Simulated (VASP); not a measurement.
# Sc (I4/mmm) in VASP: further runs, part 2 of 2

VASP 6.6.1.

**3. Single point, PBEsol**

INCAR

```
SYSTEM = Sc
ALGO = Normal
EDIFF = 1E-6
ENCUT = 520
GGA = PS
ISIF = 2
ISMEAR = 0
LASPH = .True.
LCHARG = .False.
LREAL = .False.
LWAVE = .False.
NBANDS = 12
NELM = 100
PREC = Accurate
SIGMA = 0.1
```

KPOINTS

```
k-points
0
Gamma
  16 16 16
  0 0 0
```

POSCAR

```
Sc
1.0
   -1.9172054859      1.9172054859      1.7176030000
    1.9172054859     -1.9172054859      1.7176030000
    1.9172054859      1.9172054859     -1.7176030000
Sc
1
Direct
    0.0000000000      0.0000000000      0.0000000000
```

Potentials or basis: VASP PAW PBE potentials, release 64 (Sc_sv).

Launch:

```sh
> cat potpaw_PBE.64/Sc_sv/POTCAR > POTCAR
> mpirun -np 1 vasp_std > vasp.out
```

OUTCAR:

```text
SYSTEM = Sc
   EDIFF = 1E-6
   ENCUT = 520
   GGA = PS
   ISIF = 2
   ISMEAR = 0
   LASPH = .True.
   LREAL = .False.
   NELM = 100
   PREC = Accurate

 ion  position               nearest neighbor table
   1  0.000  0.000  0.000-

  LATTYP: Found a body centered tetragonal cell.
 ALAT       =     3.8344109718
 C/A-ratio  =     0.8958888406

  Lattice vectors:

 A1 = (  -1.9172054859,   1.9172054859,   1.7176030000)
 A2 = (   1.9172054859,  -1.9172054859,   1.7176030000)
 A3 = (   1.9172054859,   1.9172054859,  -1.7176030000)

Analysis of symmetry for initial positions (statically):
=====================================================================
 Subroutine PRICEL returns:
 Original cell was already a primitive cell.

 Routine SETGRP: Setting up the symmetry group for a
 body centered tetragonal supercell.

 Subroutine GETGRP returns: Found 16 space group operations
 (whereof 16 operations were pure point group operations)
 out of a pool of 16 trial point group operations.

The static configuration has the point symmetry D_4h.

Analysis of symmetry for dynamics (positions and initial velocities):
=====================================================================
 Subroutine PRICEL returns:
 Original cell was already a primitive cell.

 Routine SETGRP: Setting up the symmetry group for a
 body centered tetragonal supercell.

 Subroutine GETGRP returns: Found 16 space group operations
 (whereof 16 operations were pure point group operations)
 out of a pool of 16 trial point group operations.

The dynamic configuration has the point symmetry D_4h.

 Subroutine INISYM returns: Found 16 space group operations
 (whereof 16 operations are pure point group operations),
 and found     1 'primitive' translations

----------------------------------------------------------------------------------------

                                     Primitive cell

  volume of cell :      25.2534

  direct lattice vectors                    reciprocal lattice vectors
    -1.917205486  1.917205486  1.717603000     0.000000000  0.260796249  0.291103357
     1.917205486 -1.917205486  1.717603000     0.260796249  0.000000000  0.291103357
     1.917205486  1.917205486 -1.717603000     0.260796249  0.260796249  0.000000000

  length of vectors
     3.209597142  3.209597142  3.209597142     0.390839927  0.390839927  0.368821593

  position of ions in fractional coordinates (direct lattice)
     0.000000000  0.000000000  0.000000000

  ion indices of the primitive-cell ions
   primitive index   ion index
                 1           1

----------------------------------------------------------------------------------------

 KPOINTS: k-points

Automatic generation of k-mesh.
 Grid dimensions read from file:
 generate k-points for:   16   16   16

 Generating k-lattice:

  Cartesian coordinates                     Fractional coordinates (reciprocal lattice)
     0.000000000  0.016299766  0.018193960     0.062500000  0.000000000  0.000000000
     0.016299766  0.000000000  0.018193960     0.000000000  0.062500000  0.000000000
     0.016299766  0.016299766  0.000000000     0.000000000  0.000000000  0.062500000

  Length of vectors
     0.024427495  0.024427495  0.023051350

  Shift w.r.t. Gamma in fractional coordinates (k-lattice)
     0.000000000  0.000000000  0.000000000

 Subroutine IBZKPT returns following result:
 ===========================================

 Found    349 irreducible k-points:

 Following reciprocal coordinates:
            Coordinates               Weight
  0.000000  0.000000  0.000000      1.000000
  0.062500  0.000000  0.000000      8.000000
  0.125000  0.000000  0.000000      8.000000
  0.187500  0.000000  0.000000      8.000000
  0.250000  0.000000  0.000000      8.000000
  0.312500 -0.000000  0.000000      8.000000
[... 16 lines left out ...]
 -0.125000  0.062500  0.000000     16.000000
 -0.062500  0.062500  0.000000      4.000000
 [... further k-points ...]
   k-points           NKPTS =    349   k-points in BZ     NKDIM =    349   number of bands    NBANDS=     12
   number of dos      NEDOS =    301   number of ions     NIONS =      1
   total plane-waves  NPLWV =  13824
   dimension x,y,z NGX =    24 NGY =   24 NGZ =   24
   dimension x,y,z NGXF=    48 NGYF=   48 NGZF=   48
   ions per type =               1
   NGX,Y,Z   is equivalent  to a cutoff of  12.43, 12.43, 12.43 a.u.
   NGXF,Y,Z  is equivalent  to a cutoff of  24.86, 24.86, 24.86 a.u.
 SYSTEM =  Sc
   PREC   = accura    normal or accurate (medium, high low for compatibility)
   ISTART =      0    job   : 0-new  1-cont  2-samecut
   ICHARG =      2    charge: 1-file 2-atom 10-const
   ISPIN  =      1    spin polarized calculation?
   LNONCOLLINEAR =      F non collinear calculations
   LSORBIT =      F    spin-orbit coupling
   LASPH  =      T    aspherical Exc in radial PAW
   ENCUT  =  520.0 eV  38.22 Ry    6.18 a.u.   5.97  5.97  5.97*2*pi/ulx,y,z
   NELM   =    100;   NELMIN=  2; NELMDL= -5     # of ELM steps
   EDIFF  = 0.1E-05   stopping-criterion for ELM
   LREAL  =      F    real-space projection
   EDIFFG = 0.1E-04   stopping-criterion for IOM
   NSW    =      0    number of steps for IOM
   IBRION =     -1    ionic relax: 0-MD 1-quasi-New 2-CG
   NFREE  =      0    steps in history (QN), initial steepest desc. (CG)
   ISIF   =      2    stress and relaxation
   ISYM   =      2    0-nonsym 1-usesym 2-fastsym
   POTIM  = 0.5000    time-step for ionic-motion
   TEBEG  =    0.0;   TEEND  =   0.0 temperature during run
   PSTRESS=    0.0 pullay stress
   NELECT =      11.0000    total number of electrons
   NUPDOWN=      -1.0000    fix difference up-down
   EMIN   =  10.00;   EMAX   =-10.00  energy-range for DOS
   EFERMI =   0.00;   METHOD = LEGACY
   ISMEAR =     0;   SIGMA  =   0.10  broadening in eV -4-tet -1-fermi 0-gaus
   EFERMI_NEDOS =   21; number of points for ismear=-14 and -15
   IALGO  =     38    algorithm
   IMIX   =      4    mixing-type and parameters
     AMIX     =   0.40;   BMIX     =  1.00
     AMIX_MAG =   1.60;   BMIX_MAG =  1.00
  volume/ion in A,a.u.               =      25.25       170.42
  Fermi-wavevector in a.u.,A,eV,Ry     =   1.240983  2.345117 20.953486  1.540038
  Thomas-Fermi vector in A             =   2.375400
   LORBIT       =      0    0 simple, 1 ext, 2 COOP (PROOUT), +10 PAW based schemes
   GGA     = PS    functional components
   LHFCALC =     F    Hartree Fock is set to
   AEXX    =    0.0000 exact exchange contribution
   IVDW    =     0    specifies the selected vdW correction
   LEPSILON=     F    determine dielectric tensor
   LRPA    =     F    only Hartree local field effects (RPA)
 non-spin polarized calculation
 Gauss-broadening in eV      SIGMA  =   0.10
  energy-cutoff  :      520.00
  volume of cell :       25.25
 maximum number of plane-waves:       706
   NGX = 11   NGY = 11   NGZ = 11

 number of electron      11.0000004 magnetization

 Free energy of the ion-electron system (eV)
  ---------------------------------------------------
  ext. energy  EPLUGINS =         0.00000000
  ---------------------------------------------------
  free energy    TOTEN  =        -6.48483016 eV

  energy without entropy =       -6.47143471  energy(sigma->0) =       -6.47813243

 E-fermi :   3.5401     XC(G=0):  -9.8941

 val. band max:        3.5394050331   @ k =   0.3125   0.3125   0.0625
 cond. band min:       3.5443488676   @ k =  -0.2500   0.4375   0.1250
 fundamental gap:      0.0049438345
 Fermi energy:         3.5401363620

 k-point     1 :       0.0000    0.0000    0.0000
  band No.  band energies     occupation
      1     -45.8799      2.00000
      2     -24.3957      2.00000
      3     -24.3957      2.00000
      4     -24.3694      2.00000
      5      -1.6493      2.00000
      6       4.5428      0.00000
      7       5.2353      0.00000
      8       5.2353      0.00000
      9       5.8974      0.00000
     10       6.6763      0.00000
     11      16.9517      0.00000
     12      16.9517      0.00000
[... 331 lines left out ...]
 k-point    24 :      -0.0625    0.0625    0.0000
  band No.  band energies     occupation
      1     -45.8778      2.00000
      2     -24.4102      2.00000
      3     -24.3952      2.00000
      4     -24.3730      2.00000
      5      -1.5541      2.00000
      6       4.5379      0.00000
      7       5.1989      0.00000
      8       5.3038      0.00000
      9       5.8413      0.00000
     10       6.6612      0.00000
     11      16.7348      0.00000
     12      17.0059      0.00000

 [... further k-points ...]

------------------------ aborting loop because EDIFF is reached ----------------------------------------

  FORCE on cell =-STRESS in cart. coord.  units (eV):
  Direction    XX          YY          ZZ          XY          YZ          ZX
  --------------------------------------------------------------------------------------
  -------------------------------------------------------------------------------------
  Total       -0.4985257     -0.4985257     -0.3737814      0.0000000      0.0000000      0.0000000
  in kB      -31.6284566    -31.6284566    -23.7141842      0.0000000      0.0000000      0.0000000
  external PRESSURE =     -28.9903658 kB  Pullay stress =       0.0000000 kB

 VOLUME and BASIS-vectors are now :
 -----------------------------------------------------------------------------
  energy-cutoff  :      520.00
  volume of cell :       25.25
      direct lattice vectors                 reciprocal lattice vectors
    -1.917205486  1.917205486  1.717603000     0.000000000  0.260796249  0.291103357
     1.917205486 -1.917205486  1.717603000     0.260796249  0.000000000  0.291103357
     1.917205486  1.917205486 -1.717603000     0.260796249  0.260796249  0.000000000

 POSITION                                       TOTAL-FORCE (eV/Angst)
 -----------------------------------------------------------------------------------
      0.00000      0.00000      0.00000         0.000000      0.000000      0.000000
 -----------------------------------------------------------------------------------
    total drift:                                0.000000      0.000000     -0.000000

  FREE ENERGIE OF THE ION-ELECTRON SYSTEM (eV)
  ---------------------------------------------------
  free  energy   TOTEN  =        -6.4848301570 eV

  energy  without entropy=       -6.4714347088  energy(sigma->0) =       -6.47813243
```

OSZICAR:

```text
N       E                     dE             d eps       ncg     rms          rms(c)
DAV:   1     0.740308852325E+02    0.74031E+02   -0.50770E+03  8376   0.892E+02
DAV:   2    -0.586215564715E+01   -0.79893E+02   -0.78390E+02  8392   0.284E+02
DAV:   3    -0.731967277481E+01   -0.14575E+01   -0.14346E+01 11296   0.507E+01
DAV:   4    -0.734356754021E+01   -0.23895E-01   -0.23876E-01 10628   0.514E+00
DAV:   5    -0.734392551171E+01   -0.35797E-03   -0.35797E-03 11036   0.573E-01    0.547E+00
DAV:   6    -0.658545603594E+01    0.75847E+00   -0.11515E+00 12792   0.150E+01    0.158E+00
DAV:   7    -0.649169958208E+01    0.93756E-01   -0.21834E-01 13196   0.611E+00    0.638E-01
DAV:   8    -0.648618500154E+01    0.55146E-02   -0.21860E-02  9828   0.221E+00    0.225E-01
DAV:   9    -0.648484160196E+01    0.13434E-02   -0.43745E-03 12300   0.932E-01    0.309E-02
DAV:  10    -0.648483042922E+01    0.11173E-04   -0.85558E-05 12844   0.116E-01    0.469E-03
DAV:  11    -0.648483015696E+01    0.27227E-06   -0.68852E-07  6580   0.124E-02
   1 F= -.64848302E+01 E0= -.64781324E+01  d E =-.133954E-01
```

stdout:

```text
POSCAR found type information on POSCAR Sc
 POSCAR found :  1 types and       1 ions
 scaLAPACK will be used
 -----------------------------------------------------------------------------
|                                                                             |
|                                                                             |
|     You enforced a specific xc type in the INCAR file but a different       |
|     I HOPE YOU KNOW WHAT YOU ARE DOING!                                     |
|                                                                             |
 -----------------------------------------------------------------------------

 LDA part: xc-table for (Slater+PW92), standard interpolation
 POSCAR, INCAR and KPOINTS ok, starting setup
 FFT: planning ... GRIDC
 FFT: planning ... GRID_SOFT
 FFT: planning ... GRID
 WAVECAR not read
 entering main loop
```

Run time: 21 s. Hardware: 1 thread of Intel Xeon 6975P-C (Granite Rapids), shared host; peak memory 0.21 GiB.

What came out:

- Free energy: -6.4848 eV
- Pressure: -2.9 GPa

Levels at points of the mesh, in eV from the Fermi level:
| k point | band 2 | band 3 | band 4 | band 5 | band 6 | band 7 | band 8 | band 9 |
| --- | --- | --- | --- | --- | --- | --- | --- | --- |
| (0.00, 0.00, 0.00) | -27.94 | -27.94 | -27.91 | -5.19 | 1.00 | 1.70 | 1.70 | 2.36 |
| (0.50, 0.00, 0.00) | -28.29 | -28.06 | -27.95 | -1.70 | 0.05 | 0.64 | 2.75 | 3.47 |
| (0.50, 0.50, 0.00) | -28.30 | -28.01 | -27.92 | -1.84 | 0.07 | 0.85 | 2.25 | 2.89 |
| (0.50, 0.50, 0.50) | -28.21 | -28.21 | -28.11 | -1.26 | -1.05 | 3.74 | 3.74 | 3.88 |

Caveat: the PAW data sets were made with another functional, which shifts forces and pressure a little.
